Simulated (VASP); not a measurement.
# CrO2 (P4_2/mnm) in VASP: a series of runs

Aim: see how the results for CrO2 move with the level of theory and the settings. Levels: PBE, PBEsol. Tasks: single point.

Program: VASP 6.6.1. These are calculated values, not measurements. Logs are shortened: lines on timing, memory, paths and dates and some standing lists are left out, and cuts for length are marked.

## Step 1: The cell of the first run

Symmetry: P4_2/mnm, No. 136, tetragonal system. Conventional cell: a = 4.444 Å, b = 4.444 Å, c = 2.921 Å, α = 90.00°, β = 90.00°, γ = 90.00°. Cr (site symmetry mmm) has 6 O at 1.91 Å within 2.5 Å. O (site symmetry m2m) has 3 Cr at 1.91 Å and 1 O at 2.47 Å within 2.5 Å.

## Step 2: Single point, PBE, collinear spin, ferromagnetic start

The input, INCAR:

```
SYSTEM = CrO2
PREC = Accurate ; ENCUT = 520
EDIFF = 1E-7 ; ISMEAR = -1
SIGMA = 0.05 ; LREAL = .False.
LASPH = .True. ; NELM = 150
ALGO = Normal ; ISIF = 2
LWAVE = .False. ; LCHARG = .False.
ISPIN = 2 ; MAGMOM = 3 3 0 0 0 0
LORBIT = 11 ; LMAXMIX = 4
GGA = PE ; NBANDS = 37
```

The input, KPOINTS:

```
regular mesh
0
Gamma
  6 6 9
  0 0 0
```

The input, POSCAR:

```
CrO2
1.0
    4.4443623652      0.0000000000      0.0000000000
    0.0000000000      4.4443623652      0.0000000000
    0.0000000000      0.0000000000      2.9209702102
Cr O
2 4
Direct
    0.5000000000      0.5000000000      0.5000000000
    0.0000000000      0.0000000000      0.0000000000
    0.8035732574      0.1964267426      0.5000000000
    0.6964267426      0.6964267426      0.0000000000
    0.1964267426      0.8035732574      0.5000000000
    0.3035732574      0.3035732574      0.0000000000
```

Potentials or basis: VASP PAW PBE potentials, release 64 (Cr_pv, O).

The run is started by

```sh
cat potpaw_PBE.64/Cr_pv/POTCAR potpaw_PBE.64/O/POTCAR > POTCAR
mpirun -np 1 vasp_std > vasp.out
```

OUTCAR:

```text
SYSTEM = CrO2
   PREC = Accurate
   ENCUT = 520
   EDIFF = 1E-7
   ISMEAR = -1
   LREAL = .False.
   LASPH = .True.
   NELM = 150
   ISIF = 2
   ISPIN = 2
   LORBIT = 11
   GGA = PE

 ion  position               nearest neighbor table
   1  0.500  0.500  0.500-   3 1.91   5 1.91   4 1.91   6 1.91   4 1.91   6 1.91
   2  0.000  0.000  0.000-   4 1.91   6 1.91   5 1.91   3 1.91   3 1.91   5 1.91
   3  0.804  0.196  0.500-   1 1.91   2 1.91   2 1.91
   4  0.696  0.696  0.000-   2 1.91   1 1.91   1 1.91
   5  0.196  0.804  0.500-   1 1.91   2 1.91   2 1.91
   6  0.304  0.304  0.000-   2 1.91   1 1.91   1 1.91

  LATTYP: Found a simple tetragonal cell.
 ALAT       =     4.4443623652
 C/A-ratio  =     0.6572304349

  Lattice vectors:

 A1 = (   4.4443623652,   0.0000000000,   0.0000000000)
 A2 = (   0.0000000000,   4.4443623652,   0.0000000000)
 A3 = (   0.0000000000,   0.0000000000,   2.9209702102)

Analysis of symmetry for initial positions (statically):
=====================================================================
 Subroutine PRICEL returns:
 Original cell was already a primitive cell.

 Routine SETGRP: Setting up the symmetry group for a
 simple tetragonal supercell.

 Subroutine GETGRP returns: Found 16 space group operations
 (whereof  8 operations were pure point group operations)
 out of a pool of 16 trial point group operations.

The static configuration has the point symmetry D_2h.
 The point group associated with its full space group is D_4h.

Analysis of symmetry for dynamics (positions and initial velocities):
=====================================================================
 Subroutine PRICEL returns:
 Original cell was already a primitive cell.

 Routine SETGRP: Setting up the symmetry group for a
 simple tetragonal supercell.

 Subroutine GETGRP returns: Found 16 space group operations
 (whereof  8 operations were pure point group operations)
 out of a pool of 16 trial point group operations.

The dynamic configuration has the point symmetry D_2h.
 The point group associated with its full space group is D_4h.

Analysis of structural, dynamic, and magnetic symmetry:
=====================================================================
 Subroutine PRICEL returns:
 Original cell was already a primitive cell.

 Routine SETGRP: Setting up the symmetry group for a
 simple tetragonal supercell.

 Subroutine GETGRP returns: Found 16 space group operations
 (whereof  8 operations were pure point group operations)
 out of a pool of 16 trial point group operations.

The overall configuration has the point symmetry D_2h.
 The point group associated with its full space group is D_4h.

 Subroutine INISYM returns: Found 16 space group operations
 (whereof  8 operations are pure point group operations),
 and found     1 'primitive' translations

----------------------------------------------------------------------------------------

                                     Primitive cell

  volume of cell :      57.6960

  direct lattice vectors                    reciprocal lattice vectors
     4.444362365  0.000000000  0.000000000     0.225004155  0.000000000  0.000000000
     0.000000000  4.444362365  0.000000000     0.000000000  0.225004155  0.000000000
     0.000000000  0.000000000  2.920970210     0.000000000  0.000000000  0.342352002

  length of vectors
     4.444362365  4.444362365  2.920970210     0.225004155  0.225004155  0.342352002

  position of ions in fractional coordinates (direct lattice)
     0.500000000  0.500000000  0.500000000
     0.000000000  0.000000000  0.000000000
     0.803573257  0.196426743  0.500000000
     0.696426743  0.696426743  0.000000000
     0.196426743  0.803573257  0.500000000
     0.303573257  0.303573257  0.000000000

  ion indices of the primitive-cell ions
   primitive index   ion index
                 1           1
                 2           2
                 3           3
                 4           4
                 5           5
                 6           6

----------------------------------------------------------------------------------------

 KPOINTS: regular mesh

Automatic generation of k-mesh.
 Grid dimensions read from file:
 generate k-points for:    6    6    9

 Generating k-lattice:

  Cartesian coordinates                     Fractional coordinates (reciprocal lattice)
     0.037500693  0.000000000  0.000000000     0.166666667  0.000000000  0.000000000
     0.000000000  0.037500693  0.000000000     0.000000000  0.166666667  0.000000000
     0.000000000  0.000000000  0.038039111     0.000000000  0.000000000  0.111111111

  Length of vectors
     0.037500693  0.037500693  0.038039111

  Shift w.r.t. Gamma in fractional coordinates (k-lattice)
     0.000000000  0.000000000  0.000000000

 Subroutine IBZKPT returns following result:
 ===========================================

 Found     50 irreducible k-points:

 Following reciprocal coordinates:
[... 80 lines left out ...]
 cond. band min:       5.5668488300   @ k =   0.5000   0.5000   0.4444
 fundamental gap:      0.0651920803
 Fermi energy:         5.5144389864

 spin component 1

 k-point     1 :       0.0000    0.0000    0.0000
  band No.  band energies     occupation
      1     -39.4018      1.00000
      2     -39.4018      1.00000
      3     -39.2790      1.00000
      4     -39.2790      1.00000
      5     -39.2047      1.00000
      6     -39.1915      1.00000
[... 28 lines left out ...]
     35      12.9445      0.00000
     36      16.3395      0.00000

 k-point     2 :       0.1667    0.0000    0.0000
  band No.  band energies     occupation
      1     -39.4008      1.00000
      2     -39.4008      1.00000
      3     -39.2801      1.00000
      4     -39.2801      1.00000
      5     -39.2038      1.00000
      6     -39.1924      1.00000
[... 28 lines left out ...]
     35      13.3258      0.00000
     36      16.3405      0.00000
[... 817 lines left out ...]
     35      15.3718      0.00000
     36      17.2519      0.00000

 k-point    24 :       0.5000    0.0000    0.2222
  band No.  band energies     occupation
      1     -39.3938      1.00000
      2     -39.3938      1.00000
      3     -39.2749      1.00000
      4     -39.2749      1.00000
      5     -39.2601      1.00000
      6     -39.2601      1.00000
[... 28 lines left out ...]
     35      16.3374      0.00000
     36      16.3374      0.00000

 [... further k-points ...]

 spin component 2

 k-point     1 :       0.0000    0.0000    0.0000
  band No.  band energies     occupation
      1     -37.3724      1.00000
      2     -37.3724      1.00000
      3     -37.0306      1.00000
      4     -37.0306      1.00000
      5     -36.8396      1.00000
      6     -36.8239      1.00000
[... 28 lines left out ...]
     35      13.3746      0.00000
     36      16.7612      0.00000

 k-point     2 :       0.1667    0.0000    0.0000
  band No.  band energies     occupation
      1     -37.3720      1.00000
      2     -37.3720      1.00000
      3     -37.0313      1.00000
      4     -37.0313      1.00000
      5     -36.8386      1.00000
      6     -36.8249      1.00000
[... 28 lines left out ...]
     35      13.6233      0.00000
     36      16.7246      0.00000
[... 817 lines left out ...]
     35      15.5601      0.00000
     36      17.4592      0.00000

 k-point    24 :       0.5000    0.0000    0.2222
  band No.  band energies     occupation
      1     -37.3657      1.00000
      2     -37.3657      1.00000
      3     -37.0198      1.00000
      4     -37.0198      1.00000
      5     -36.9060      1.00000
      6     -36.9060      1.00000
[... 28 lines left out ...]
     35      16.5109      0.00000
     36      16.5109      0.00000

 [... further k-points ...]

 [bands above 36 left out]

------------------------ aborting loop because EDIFF is reached ----------------------------------------

  FORCE on cell =-STRESS in cart. coord.  units (eV):
  Direction    XX          YY          ZZ          XY          YZ          ZX
  --------------------------------------------------------------------------------------
  -------------------------------------------------------------------------------------
  Total        0.2118905      0.2118905      0.3060221     -0.0000000      0.0000000      0.0000000
  in kB        5.8840449      5.8840449      8.4980106     -0.0000000      0.0000000      0.0000000
  external PRESSURE =       6.7553668 kB  Pullay stress =       0.0000000 kB

 VOLUME and BASIS-vectors are now :
 -----------------------------------------------------------------------------
  energy-cutoff  :      520.00
  volume of cell :       57.70
      direct lattice vectors                 reciprocal lattice vectors
     4.444362365  0.000000000  0.000000000     0.225004155  0.000000000  0.000000000
     0.000000000  4.444362365  0.000000000     0.000000000  0.225004155  0.000000000
     0.000000000  0.000000000  2.920970210     0.000000000  0.000000000  0.342352002

 POSITION                                       TOTAL-FORCE (eV/Angst)
 -----------------------------------------------------------------------------------
      2.22218      2.22218      1.46049         0.000000      0.000000      0.000000
      0.00000      0.00000      0.00000         0.000000      0.000000      0.000000
      3.57137      0.87299      1.46049        -0.014530      0.014530      0.000000
      3.09517      3.09517      0.00000         0.014530      0.014530      0.000000
      0.87299      3.57137      1.46049         0.014530     -0.014530      0.000000
      1.34919      1.34919      0.00000        -0.014530     -0.014530     -0.000000
 -----------------------------------------------------------------------------------
    total drift:                                0.000000      0.000000      0.000000

  FREE ENERGIE OF THE ION-ELECTRON SYSTEM (eV)
  ---------------------------------------------------
  free  energy   TOTEN  =       -50.3602730918 eV

  energy  without entropy=      -50.3495205673  energy(sigma->0) =      -50.35489683

 total charge

# of ion       s       p       d       tot
------------------------------------------
    1        0.362   6.455   4.015  10.832
    2        0.362   6.455   4.015  10.832
    3        1.572   3.458   0.000   5.030
    4        1.572   3.458   0.000   5.030
    5        1.572   3.458   0.000   5.030
    6        1.572   3.458   0.000   5.030
--------------------------------------------------
tot          7.011  26.742   8.030  41.783

 magnetization (x)

# of ion       s       p       d       tot
------------------------------------------
    1        0.024   0.031   2.050   2.106
    2        0.024   0.031   2.050   2.106
    3       -0.003  -0.075   0.000  -0.078
    4       -0.003  -0.075   0.000  -0.078
    5       -0.003  -0.075   0.000  -0.078
    6       -0.003  -0.075   0.000  -0.078
--------------------------------------------------
tot          0.038  -0.238   4.100   3.900
```

It took 2.1 min on 1 thread of AMD EPYC 9R45 (Zen 5), shared host; peak memory 0.26 GiB.

Results:

* Free energy: -50.3603 eV
* Pressure: 0.7 GPa
* Largest force: 0.021 eV/Å
* Band gap on the k mesh: zero (filled and empty bands overlap)
* Net moment: 4.00 μB per cell
* Site moments: Cr +2.11; O -0.08 μB
* Valence electrons inside the program's atomic spheres: Cr 10.83; O 5.03

Forces in eV/Å, atoms in the order of the input:
```
Cr   0.000  0.000  0.000
Cr   0.000  0.000  0.000
O   -0.015  0.015  0.000
O    0.015  0.015  0.000
O    0.015 -0.015  0.000
O   -0.015 -0.015  0.000
```

Stress tensor (GPa, compression positive):
```
0.59 0.00 0.00
0.00 0.59 0.00
0.00 0.00 0.85
```

Levels at points of the mesh, in eV from the Fermi level:
Spin up:
| k point | band 24 | band 25 | band 26 | band 27 | band 28 | band 29 |
| --- | --- | --- | --- | --- | --- | --- |
| (0.00, 0.00, 0.00) | -1.14 | -1.14 | -1.11 | -0.54 | 1.07 | 1.17 |
| (0.50, 0.00, 0.00) | -0.78 | -0.34 | -0.34 | 0.35 | 0.35 | 3.25 |
| (0.50, 0.50, 0.00) | -1.47 | -1.11 | -1.11 | 0.89 | 0.89 | 2.67 |
Spin down:
| k point | band 19 | band 20 | band 21 | band 22 | band 23 | band 24 | band 25 | band 26 |
| --- | --- | --- | --- | --- | --- | --- | --- | --- |
| (0.00, 0.00, 0.00) | -1.69 | -1.35 | -1.35 | -0.92 | 0.97 | 0.97 | 1.22 | 1.22 |
| (0.50, 0.00, 0.00) | -2.82 | -2.82 | -1.71 | -1.71 | 1.62 | 1.62 | 1.79 | 1.79 |
| (0.50, 0.50, 0.00) | -2.50 | -2.50 | -2.15 | -2.15 | 0.98 | 0.98 | 1.24 | 1.24 |

Caveat: semilocal functionals often make such compounds metallic where correlation or magnetic order opens a gap, which also shifts bond lengths; only a ferromagnetic start was run, and an antiferromagnetic order may lie lower in energy.

## Step 3: Single point, PBEsol, collinear spin, ferromagnetic start

This run uses another cell than the first one, of 9.29 Å³/atom.

The input, INCAR:

```
SYSTEM = CrO2
PREC     = Accurate       ! precision mode
ENCUT    = 520            ! plane-wave cutoff, eV
EDIFF    = 1E-7           ! SCF threshold, eV
ISMEAR   = -1             ! smearing method
SIGMA    = 0.05           ! smearing width, eV
LREAL    = .False.        ! projectors in reciprocal space
LASPH    = .True.         ! aspherical terms in the spheres
NELM     = 150            ! most SCF steps
ALGO     = Normal         ! electronic algorithm
ISIF     = 2              ! what is computed and relaxed
LWAVE    = .False.        ! write WAVECAR
LCHARG   = .False.        ! write CHGCAR
ISPIN    = 2              ! spin polarisation
MAGMOM   = 3 3 0 0 0 0    ! initial moments
LORBIT   = 11             ! projections on sites
LMAXMIX  = 4              ! l up to which the mixer works
GGA      = PS             ! functional
NBANDS   = 37             ! bands
```

KPOINTS is that of step 2.

The input, POSCAR:

```
CrO2
1.0
    4.3925226377      0.0000000000      0.0000000000
    0.0000000000      4.3925226377      0.0000000000
    0.0000000000      0.0000000000      2.8874879737
Cr O
2 4
Direct
    0.5000000000      0.5000000000      0.5000000000
    0.0000000000      0.0000000000      0.0000000000
    0.8033034641      0.1966965359      0.5000000000
    0.6966965359      0.6966965359      0.0000000000
    0.1966965359      0.8033034641      0.5000000000
    0.3033034641      0.3033034641      0.0000000000
```

Potentials or basis: VASP PAW PBE potentials, release 64 (Cr_pv, O).

The run is started by

```sh
cat potpaw_PBE.64/Cr_pv/POTCAR potpaw_PBE.64/O/POTCAR > POTCAR
mpirun -np 1 vasp_std > vasp.out
```

It took 2.3 min on 1 thread of Intel Xeon Platinum 8488C (Sapphire Rapids), shared host; peak memory 0.29 GiB.

It converged, with:

| Property | Result |
| --- | --- |
| Free energy | -53.0478 eV |
| Pressure | 0.5 GPa |
| Largest force | 0.020 eV/Å |
| Band gap on the k mesh | zero (filled and empty bands overlap) |
| Net moment | 4.00 μB per cell |
| Site moments | Cr +2.06; O -0.06 μB |
| Valence electrons inside the program's atomic spheres | Cr 10.95; O 5.03 |

Forces in eV/Å, atoms in the order of the input:
```
Cr   0.000  0.000  0.000
Cr   0.000  0.000  0.000
O   -0.014  0.014  0.000
O    0.014  0.014  0.000
O    0.014 -0.014  0.000
O   -0.014 -0.014  0.000
```

Stress tensor (GPa, compression positive):
```
0.42 0.00 0.00
0.00 0.42 0.00
0.00 0.00 0.69
```

Levels at points of the mesh, in eV from the Fermi level:
Spin up:
```
           k point  band 24  band 25  band 26  band 27  band 28  band 29
(0.00, 0.00, 0.00)    -1.17    -1.17    -1.14    -0.67     1.13     1.23
(0.50, 0.00, 0.00)    -0.77    -0.33    -0.33     0.34     0.34     3.36
(0.50, 0.50, 0.00)    -1.51    -1.15    -1.15     0.91     0.91     2.81
```
Spin down:
| k point | band 19 | band 20 | band 21 | band 22 | band 23 | band 24 | band 25 | band 26 |
| --- | --- | --- | --- | --- | --- | --- | --- | --- |
| (0.00, 0.00, 0.00) | -1.82 | -1.46 | -1.46 | -1.01 | 0.76 | 0.81 | 1.05 | 1.05 |
| (0.50, 0.00, 0.00) | -3.02 | -3.02 | -1.85 | -1.85 | 1.46 | 1.46 | 1.67 | 1.67 |
| (0.50, 0.50, 0.00) | -2.66 | -2.66 | -2.30 | -2.30 | 0.79 | 0.79 | 1.07 | 1.07 |

Caveat: the PAW data sets were made with another functional, which shifts forces and pressure a little; semilocal functionals often make such compounds metallic where correlation or magnetic order opens a gap, which also shifts bond lengths; only a ferromagnetic start was run, and an antiferromagnetic order may lie lower in energy.

## Step 4: Single point, PBEsol, collinear spin, ferromagnetic start

This run uses another cell than the first one, of 9.50 Å³/atom.

The input, INCAR:

```
PREC = Accurate ; ENCUT = 520
EDIFF = 1E-6 ; ISMEAR = -1
SIGMA = 0.05 ; LREAL = F
LASPH = T ; NELM = 150
ALGO = Normal ; ISIF = 2
LWAVE = F ; LCHARG = F
ISPIN = 2 ; MAGMOM = 3 3 0 0 0 0
LORBIT = 11 ; LMAXMIX = 4
GGA = PS ; NBANDS = 37
```

The input, KPOINTS:

```
Automatic mesh
0
Gamma
  6 6 9
```

The input, POSCAR:

```
CrO2
1.0
    4.4210000000      0.0000000000      0.0000000000
    0.0000000000      4.4210000000      0.0000000000
    0.0000000000      0.0000000000      2.9170000000
Cr O
2 4
Direct
    0.5000000000      0.5000000000      0.5000000000
    0.0000000000      0.0000000000      0.0000000000
    0.8010000000      0.1990000000      0.5000000000
    0.6990000000      0.6990000000      0.0000000000
    0.1990000000      0.8010000000      0.5000000000
    0.3010000000      0.3010000000      0.0000000000
```

The run is started by

```sh
cat potpaw_PBE.64/Cr_pv/POTCAR potpaw_PBE.64/O/POTCAR > POTCAR
mpirun -np 1 vasp_std > vasp.out
```

Wall time 2.2 min (1 thread of Intel Xeon Platinum 8488C (Sapphire Rapids), shared host); peak memory 0.29 GiB.

Results (log left out):

```yaml
Free_energy: -53.0175 eV
Pressure: -5.9 GPa
Largest_force: 0.329 eV/Å
Band_gap_on_the_k_mesh: zero (filled and empty bands overlap)
Net_moment: 4.00 μB per cell
Site_moments: Cr +2.08; O -0.07 μB
Valence_electrons_inside_the_program's_atomic_spheres: Cr 10.87; O 5.01
```

Forces on the atoms (eV/Å):
```
Cr   0.000  0.000  0.000
Cr   0.000  0.000  0.000
O    0.232 -0.232  0.000
O   -0.232 -0.232  0.000
O   -0.232  0.232  0.000
O    0.232  0.232  0.000
```

Stress tensor (GPa, compression positive):
```
-5.17  0.00  0.00
 0.00 -5.17  0.00
 0.00  0.00 -7.44
```

Levels at points of the mesh, in eV from the Fermi level:
Spin up:
```tsv
k point	band 22	band 23	band 24	band 25	band 26	band 27	band 28	band 29	band 30	band 31
(0.00, 0.00, 0.00)	-1.27	-1.27	-1.18	-1.15	-1.15	-0.66	1.09	1.19	3.64	3.64
(0.50, 0.00, 0.00)	-1.64	-0.81	-0.81	-0.28	-0.28	0.31	0.31	3.30	3.30	3.30
(0.50, 0.50, 0.00)	-2.22	-1.52	-1.52	-1.13	-1.13	0.89	0.89	2.72	2.72	3.62
```
Spin down:
| k point | band 20 | band 21 | band 22 | band 23 | band 24 | band 25 |
| --- | --- | --- | --- | --- | --- | --- |
| (0.00, 0.00, 0.00) | -1.40 | -1.40 | -0.92 | 0.80 | 0.81 | 1.08 |
| (0.50, 0.00, 0.00) | -2.95 | -1.74 | -1.74 | 1.45 | 1.45 | 1.73 |
| (0.50, 0.50, 0.00) | -2.58 | -2.28 | -2.28 | 0.82 | 0.82 | 1.11 |

Caveat: the cell stands under tension; the PAW data sets were made with another functional, which shifts forces and pressure a little; semilocal functionals often make such compounds metallic where correlation or magnetic order opens a gap, which also shifts bond lengths; only a ferromagnetic start was run, and an antiferromagnetic order may lie lower in energy.

## Step 5: Overview

| level | cell | gap on the mesh (eV) | pressure (GPa) | moment (μB) | largest force (eV/Å) |
| --- | --- | --- | --- | --- | --- |
| PBE | a = 4.444, b = 4.444, c = 2.921 Å, 6 atoms, atomic positions A | none | 0.7 | 4.00 | 0.02 |
| PBEsol | a = 4.393, b = 4.393, c = 2.887 Å, 6 atoms, atomic positions A | none | 0.5 | 4.00 | 0.02 |
| PBEsol | a = 4.421, b = 4.421, c = 2.917 Å, 6 atoms, atomic positions B | none | -5.9 | 4.00 | 0.33 |

Alike in all rows: task single point; potentials or basis VASP PAW PBE potentials, release 64 (Cr_pv, O); spin collinear, ferromagnetic start; k mesh 6 × 6 × 9; cutoff (eV) 520; smearing fermi-dirac 0.05 eV.

Caveats: semilocal functionals often make such compounds metallic where correlation or magnetic order opens a gap, which also shifts bond lengths; only a ferromagnetic start was run, and an antiferromagnetic order may lie lower in energy; the PAW data sets were made with another functional, which shifts forces and pressure a little (at least some runs); the cell stands under tension (at least some runs).

Absolute energies hang on the potentials; compare differences alone.
